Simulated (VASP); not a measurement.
# LiTaBe2N3 (P-6m2) in VASP: notebook

LiTaBe2N3 is run at these levels: PBE; tasks: single point.

All numbers are computed with VASP 6.6.1; they aren't measurements. Logs are shortened: lines on timing, memory, paths and dates and some standing lists are left out, and cuts for length are marked.

**1. The cell of the first run**

The structure is hexagonal, space group P-6m2 (No. 187). Conventional cell: a = 3.524 Å, b = 3.524 Å, c = 7.047 Å, α = 90.00°, β = 90.00°, γ = 120.00°. Li (site symmetry -6m2) has 3 Be at 2.03 Å and 5 N at 2.03 to 2.09 Å within 2.7 Å. Ta (site symmetry -6m2) has 3 Be at 2.03 Å and 6 N at 2.49 Å within 2.7 Å. Be (site symmetry -6m2) has 3 N at 2.03 Å and 3 Li at 2.03 Å within 2.7 Å. Within 1.9 Å of Be (site symmetry -6m2) lie 2 N at 1.44 Å. N (site symmetry 3m) has 1 Be at 1.44 Å within 1.9 Å. Within 2.7 Å of N (site symmetry -6m2) lie 3 Be at 2.03 Å and 3 Li at 2.03 Å.

The cell was generated, and may not be a known phase.

**2. Single point, PBE**

The input, INCAR:

```
SYSTEM = LiTaBe2N3
  PREC = Accurate
  ENCUT = 750
  EDIFF = 1E-6
  ISMEAR = 0
  SIGMA = 0.15
  LREAL = .False.
  LASPH = .True.
  NELM = 120
  ALGO = Normal
  ISIF = 2
  LWAVE = .False.
  LCHARG = .True.
  GGA = PE
  LELF = .True.
  LVHAR = .True.
  NBANDS = 26
  GGA_COMPAT = .False.
```

The input, KPOINTS:

```
regular mesh
0
Gamma
  4 4 2
  0 0 0
```

The input, POSCAR:

```
LiTaBe2N3
1.0
    3.5237212005     -0.0000000029      0.0000000000
   -1.7618605977      3.0516320770      0.0000000000
    0.0000000000      0.0000000000      7.0473817278
Li Ta Be N
1 1 2 3
Direct
    0.3333333333      0.6666666667      0.5000000000
    0.6666666667      0.3333333333      0.0000000000
    0.0000000000      0.0000000000      0.5000000000
    0.3333333333      0.6666666667      0.0000000000
    0.3333333333      0.6666666667      0.2039723039
    0.3333333333      0.6666666667      0.7960276961
    0.6666666667      0.3333333333      0.5000000000
```

Potentials or basis: VASP PAW PBE potentials, release 64 (Li_sv, Ta_pv, Be, N).

Command:

```sh
$ cat potpaw_PBE.64/Li_sv/POTCAR potpaw_PBE.64/Ta_pv/POTCAR potpaw_PBE.64/Be/POTCAR potpaw_PBE.64/N/POTCAR > POTCAR
$ mpirun -np 1 vasp_std > vasp.out
```

OUTCAR:

```text
SYSTEM = LiTaBe2N3
   PREC = Accurate
   ENCUT = 750
   EDIFF = 1E-6
   ISMEAR = 0
   LREAL = .False.
   LASPH = .True.
   NELM = 120
   ISIF = 2
   GGA = PE

 ion  position               nearest neighbor table
   1  0.333  0.667  0.500-   3 2.03   7 2.03   7 2.03   3 2.03   3 2.03   7 2.03   6 2.09   5 2.09

   2  0.667  0.333  0.000-   4 2.03   4 2.03   4 2.03   5 2.49   6 2.49   5 2.49   6 2.49   6 2.49
                             5 2.49
   3  0.000  0.000  0.500-   1 2.03   7 2.03   7 2.03   1 2.03   7 2.03   1 2.03
   4  0.333  0.667  0.000-   5 1.44   6 1.44   2 2.03   2 2.03   2 2.03
   5  0.333  0.667  0.204-   4 1.44   1 2.09   2 2.49   2 2.49   2 2.49
   6  0.333  0.667  0.796-   4 1.44   1 2.09   2 2.49   2 2.49   2 2.49
   7  0.667  0.333  0.500-   3 2.03   1 2.03   1 2.03   3 2.03   3 2.03   1 2.03

  LATTYP: Found a hexagonal cell.
 ALAT       =     3.5237212005
 C/A-ratio  =     1.9999827815

  Lattice vectors:

 A1 = (   3.5237212005,  -0.0000000029,   0.0000000000)
 A2 = (  -1.7618605977,   3.0516320770,   0.0000000000)
 A3 = (   0.0000000000,   0.0000000000,   7.0473817278)

Analysis of symmetry for initial positions (statically):
=====================================================================
 Subroutine PRICEL returns:
 Original cell was already a primitive cell.

 Routine SETGRP: Setting up the symmetry group for a
 hexagonal supercell.

 Subroutine GETGRP returns: Found 12 space group operations
 (whereof 12 operations were pure point group operations)
 out of a pool of 24 trial point group operations.

The static configuration has the point symmetry D_3h.

Analysis of symmetry for dynamics (positions and initial velocities):
=====================================================================
 Subroutine PRICEL returns:
 Original cell was already a primitive cell.

 Routine SETGRP: Setting up the symmetry group for a
 hexagonal supercell.

 Subroutine GETGRP returns: Found 12 space group operations
 (whereof 12 operations were pure point group operations)
 out of a pool of 24 trial point group operations.

The dynamic configuration has the point symmetry D_3h.

 Subroutine INISYM returns: Found 12 space group operations
 (whereof 12 operations are pure point group operations),
 and found     1 'primitive' translations

----------------------------------------------------------------------------------------

                                     Primitive cell

  volume of cell :      75.7812

  direct lattice vectors                    reciprocal lattice vectors
     3.523721200 -0.000000003  0.000000000     0.283790897  0.163846750  0.000000000
    -1.761860598  3.051632077  0.000000000     0.000000000  0.327693501  0.000000000
     0.000000000  0.000000000  7.047381728     0.000000000  0.000000000  0.141896670

  length of vectors
     3.523721200  3.523721201  7.047381728     0.327693501  0.327693501  0.141896670

  position of ions in fractional coordinates (direct lattice)
     0.333333333  0.666666667  0.500000000
     0.666666667  0.333333333  0.000000000
     0.000000000  0.000000000  0.500000000
     0.333333333  0.666666667  0.000000000
     0.333333333  0.666666667  0.203972304
     0.333333333  0.666666667  0.796027696
     0.666666667  0.333333333  0.500000000

  ion indices of the primitive-cell ions
   primitive index   ion index
                 1           1
                 2           2
                 3           3
                 4           4
                 5           5
                 6           6
                 7           7

----------------------------------------------------------------------------------------

 KPOINTS: regular mesh

Automatic generation of k-mesh.
 Grid dimensions read from file:
 generate k-points for:    4    4    2

 Generating k-lattice:

  Cartesian coordinates                     Fractional coordinates (reciprocal lattice)
     0.070947724  0.040961688  0.000000000     0.250000000  0.000000000  0.000000000
     0.000000000  0.081923375  0.000000000     0.000000000  0.250000000  0.000000000
     0.000000000  0.000000000  0.070948335     0.000000000  0.000000000  0.500000000

  Length of vectors
     0.081923375  0.081923375  0.070948335

  Shift w.r.t. Gamma in fractional coordinates (k-lattice)
     0.000000000  0.000000000  0.000000000

 Subroutine IBZKPT returns following result:
 ===========================================

 Found      8 irreducible k-points:

 Following reciprocal coordinates:
            Coordinates               Weight
  0.000000  0.000000  0.000000      1.000000
  0.250000 -0.000000  0.000000      6.000000
  0.500000 -0.000000  0.000000      3.000000
  0.250000  0.250000  0.000000      6.000000
  0.000000  0.000000  0.500000      1.000000
  0.250000 -0.000000  0.500000      6.000000
  0.500000 -0.000000  0.500000      3.000000
  0.250000  0.250000  0.500000      6.000000
   k-points           NKPTS =      8   k-points in BZ     NKDIM =      8   number of bands    NBANDS=     26
   number of dos      NEDOS =    301   number of ions     NIONS =      7
   total plane-waves  NPLWV =  65536
   dimension x,y,z NGX =    32 NGY =   32 NGZ =   64
   dimension x,y,z NGXF=    64 NGYF=   64 NGZF=  128
   ions per type =               1   1   2   3
   NGX,Y,Z   is equivalent  to a cutoff of  15.10, 15.10, 15.10 a.u.
   NGXF,Y,Z  is equivalent  to a cutoff of  30.19, 30.19, 30.19 a.u.
 SYSTEM =  LiTaBe2N3
   PREC   = accura    normal or accurate (medium, high low for compatibility)
   ISTART =      0    job   : 0-new  1-cont  2-samecut
   ICHARG =      2    charge: 1-file 2-atom 10-const
   ISPIN  =      1    spin polarized calculation?
   LNONCOLLINEAR =      F non collinear calculations
   LSORBIT =      F    spin-orbit coupling
   LASPH  =      T    aspherical Exc in radial PAW
   ENCUT  =  750.0 eV  55.12 Ry    7.42 a.u.   7.87  7.87 15.74*2*pi/ulx,y,z
   NELM   =    120;   NELMIN=  2; NELMDL= -5     # of ELM steps
   EDIFF  = 0.1E-05   stopping-criterion for ELM
   LREAL  =      F    real-space projection
   EDIFFG = 0.1E-04   stopping-criterion for IOM
   NSW    =      0    number of steps for IOM
   IBRION =     -1    ionic relax: 0-MD 1-quasi-New 2-CG
   NFREE  =      0    steps in history (QN), initial steepest desc. (CG)
   ISIF   =      2    stress and relaxation
   ISYM   =      2    0-nonsym 1-usesym 2-fastsym
   POTIM  = 0.5000    time-step for ionic-motion
   TEBEG  =    0.0;   TEEND  =   0.0 temperature during run
   PSTRESS=    0.0 pullay stress
   NELECT =      33.0000    total number of electrons
   NUPDOWN=      -1.0000    fix difference up-down
   EMIN   =  10.00;   EMAX   =-10.00  energy-range for DOS
   EFERMI =   0.00;   METHOD = LEGACY
   ISMEAR =     0;   SIGMA  =   0.15  broadening in eV -4-tet -1-fermi 0-gaus
   EFERMI_NEDOS =   21; number of points for ismear=-14 and -15
   IALGO  =     38    algorithm
   IMIX   =      4    mixing-type and parameters
     AMIX     =   0.40;   BMIX     =  1.00
     AMIX_MAG =   1.60;   BMIX_MAG =  1.00
  volume/ion in A,a.u.               =      10.83        73.06
  Fermi-wavevector in a.u.,A,eV,Ry     =   1.240868  2.344901 20.949622  1.539754
  Thomas-Fermi vector in A             =   2.375290
   LORBIT       =      0    0 simple, 1 ext, 2 COOP (PROOUT), +10 PAW based schemes
   GGA     = PE    functional components
   LHFCALC =     F    Hartree Fock is set to
   AEXX    =    0.0000 exact exchange contribution
   IVDW    =     0    specifies the selected vdW correction
   LEPSILON=     F    determine dielectric tensor
   LRPA    =     F    only Hartree local field effects (RPA)
 non-spin polarized calculation
 Gauss-broadening in eV      SIGMA  =   0.15
  energy-cutoff  :      750.00
  volume of cell :       75.78
 maximum number of plane-waves:      3565
 NGX is ok and might be reduce to    32
   NGX = 15   NGY = 15   NGZ = 31

 number of electron      33.0000001 magnetization

 Free energy of the ion-electron system (eV)
  ---------------------------------------------------
  ext. energy  EPLUGINS =         0.00000000
  ---------------------------------------------------
  free energy    TOTEN  =       -39.98590306 eV

  energy without entropy =      -39.94360619  energy(sigma->0) =      -39.96475462

 E-fermi :   3.7504     XC(G=0): -10.4721

 val. band max:        3.7077018698   @ k =   0.2500   0.2500   0.0000
 cond. band min:       3.7962182990   @ k =   0.2500  -0.0000   0.5000
 fundamental gap:      0.0885164293
 Fermi energy:         3.7503701498

 k-point     1 :       0.0000    0.0000    0.0000
  band No.  band energies     occupation
      1     -40.7201      2.00000
      2     -31.8623      2.00000
      3     -31.8623      2.00000
      4     -31.6497      2.00000
      5     -11.2437      2.00000
      6     -10.6608      2.00000
[... 18 lines left out ...]
     25       8.9595      0.00000
     26       9.6994      0.00000

 k-point     2 :       0.2500   -0.0000    0.0000
  band No.  band energies     occupation
      1     -40.7180      2.00000
      2     -31.9371      2.00000
      3     -31.8869      2.00000
      4     -31.6350      2.00000
      5     -10.8301      2.00000
      6     -10.6664      2.00000
[... 18 lines left out ...]
     25      10.7247      0.00000
     26      11.0749      0.00000

 k-point     3 :       0.5000   -0.0000    0.0000
  band No.  band energies     occupation
      1     -40.7159      2.00000
      2     -32.0107      2.00000
      3     -31.9114      2.00000
      4     -31.6203      2.00000
      5     -10.6715      2.00000
      6     -10.3643      2.00000
[... 108 lines left out ...]
 k-point     7 :       0.5000   -0.0000    0.5000
  band No.  band energies     occupation
      1     -40.7159      2.00000
      2     -32.0107      2.00000
      3     -31.9114      2.00000
      4     -31.6203      2.00000
      5     -10.6778      2.00000
      6     -10.3497      2.00000
[... 18 lines left out ...]
     25      10.4935      0.00000
     26      10.9581      0.00000

 k-point     8 :       0.2500    0.2500    0.5000
  band No.  band energies     occupation
      1     -40.7159      2.00000
      2     -31.9871      2.00000
      3     -31.9356      2.00000
      4     -31.6203      2.00000
      5     -10.6770      2.00000
      6     -10.3500      2.00000
[... 18 lines left out ...]
     25       9.7446      0.00000
     26      11.0191      0.00000

------------------------ aborting loop because EDIFF is reached ----------------------------------------

  FORCE on cell =-STRESS in cart. coord.  units (eV):
  Direction    XX          YY          ZZ          XY          YZ          ZX
  --------------------------------------------------------------------------------------
  -------------------------------------------------------------------------------------
  Total        0.2901227      0.2901227     -0.4191276      0.0000000     -0.0000000      0.0000000
  in kB        6.1338172      6.1338172     -8.8612578      0.0000000     -0.0000000      0.0000000
  external PRESSURE =       1.1354589 kB  Pullay stress =       0.0000000 kB

 VOLUME and BASIS-vectors are now :
 -----------------------------------------------------------------------------
  energy-cutoff  :      750.00
  volume of cell :       75.78
      direct lattice vectors                 reciprocal lattice vectors
     3.523721200 -0.000000003  0.000000000     0.283790897  0.163846750  0.000000000
    -1.761860598  3.051632077  0.000000000     0.000000000  0.327693501  0.000000000
     0.000000000  0.000000000  7.047381728     0.000000000  0.000000000  0.141896670

 POSITION                                       TOTAL-FORCE (eV/Angst)
 -----------------------------------------------------------------------------------
      0.00000      2.03442      3.52369        -0.000000      0.000000     -0.000000
      1.76186      1.01721      0.00000        -0.000000     -0.000000     -0.000000
      0.00000      0.00000      3.52369        -0.000000     -0.000000     -0.000000
      0.00000      2.03442      0.00000        -0.000000     -0.000000     -0.000000
      0.00000      2.03442      1.43747        -0.000000      0.000000     -0.050117
      0.00000      2.03442      5.60991        -0.000000      0.000000      0.050117
      1.76186      1.01721      3.52369         0.000000     -0.000000     -0.000000
 -----------------------------------------------------------------------------------
    total drift:                               -0.000000      0.000000     -0.000000

  FREE ENERGIE OF THE ION-ELECTRON SYSTEM (eV)
  ---------------------------------------------------
  free  energy   TOTEN  =       -39.9859030596 eV

  energy  without entropy=      -39.9436061856  energy(sigma->0) =      -39.96475462
```

Wall time 39 s (1 thread of AMD EPYC 7R43 (Zen 3), shared host); peak memory 0.21 GiB.

Results:

```yaml
Free_energy: -39.9859 eV
Pressure: 0.1 GPa
Largest_force: 0.050 eV/Å
Band_gap_on_the_k_mesh: zero (an odd number of electrons rules out a gap without spin polarisation)
```

Forces in eV/Å, atoms in the order of the input:
```
Li   0.000  0.000  0.000
Ta   0.000  0.000  0.000
Be   0.000  0.000  0.000
Be   0.000  0.000  0.000
N    0.000  0.000 -0.050
N    0.000  0.000  0.050
N    0.000  0.000  0.000
```

Caveat: the k points lie up to 0.51 Å⁻¹ apart, too coarse for converged energies and pressures of a metal; spin-orbit coupling is left out, which moves the levels of the heavy elements.

**3. Single point, PBE**

This run uses another cell than the first one, of 11.57 Å³/atom.

Changes to INCAR since step 2:

```diff
@@ -12,6 +12,4 @@
   LWAVE = .False.
-  LCHARG = .True.
+  LCHARG = .False.
   GGA = PE
-  LELF = .True.
-  LVHAR = .True.
   NBANDS = 26
```

KPOINTS is that of step 2.

The input, POSCAR:

```
LiTaBe2N3
1.0
    3.8359140347      0.0000000028      0.0000000000
   -1.9179570198      3.3219989994      0.0000000000
    0.0000000000      0.0000000000      6.3536636496
Li Ta Be N
1 1 2 3
Direct
    0.6666666667      0.3333333333      0.5000000000
    0.6666666667      0.3333333333      0.0000000000
    0.3333333333      0.6666666667      0.0000000000
    0.3333333333      0.6666666667      0.5000000000
    0.0000000000      0.0000000000      0.0000000000
    0.0000000000      0.0000000000      0.6020174681
    0.0000000000      0.0000000000      0.3979825319
```

Potentials or basis: VASP PAW PBE potentials, release 64 (Li_sv, Ta_pv, Be, N).

Command:

```sh
$ cat potpaw_PBE.64/Li_sv/POTCAR potpaw_PBE.64/Ta_pv/POTCAR potpaw_PBE.64/Be/POTCAR potpaw_PBE.64/N/POTCAR > POTCAR
$ mpirun -np 1 vasp_std > vasp.out
```

Run time: 44 s. Hardware: 1 thread of AMD EPYC 7R43 (Zen 3), shared host; peak memory 0.24 GiB.

Results (log left out):

```yaml
Free_energy: -36.3684 eV
Pressure: -0.1 GPa
Largest_force: 0.293 eV/Å
Band_gap_on_the_k_mesh: zero (an odd number of electrons rules out a gap without spin polarisation)
```

Forces on the atoms (eV/Å):
```
Li   0.000  0.000  0.000
Ta   0.000  0.000  0.000
Be   0.000  0.000  0.000
Be   0.000  0.000  0.000
N    0.000  0.000  0.000
N    0.000  0.000  0.293
N    0.000  0.000 -0.293
```

Stress tensor (GPa, compression positive):
```
-0.03  0.00  0.00
 0.00 -0.03  0.00
 0.00  0.00 -0.16
```

Levels at points of the mesh, in eV from the Fermi level:
```csv
k point,band 12,band 13,band 14,band 15,band 16,band 17,band 18,band 19,band 20,band 21
"(0.00, 0.00, 0.00)",-6.14,-2.90,-1.98,-0.29,0.20,0.20,0.76,1.02,1.17,1.17
"(0.50, 0.00, 0.00)",-4.24,-3.65,-2.35,-1.64,-0.60,-0.27,-0.24,0.72,0.94,1.38
"(0.00, 0.00, 0.50)",-6.27,-2.24,-1.90,-0.98,0.05,0.55,0.55,0.59,0.59,2.23
"(0.50, 0.00, 0.50)",-4.32,-2.47,-2.44,-1.48,-0.59,-0.34,0.37,0.47,0.97,1.06
```

Caveat: the k points lie up to 0.49 Å⁻¹ apart, too coarse for converged energies and pressures of a metal; spin-orbit coupling is left out, which moves the levels of the heavy elements.

The gap in the log of VASP goes by the Fermi energy; the results here count the filled bands.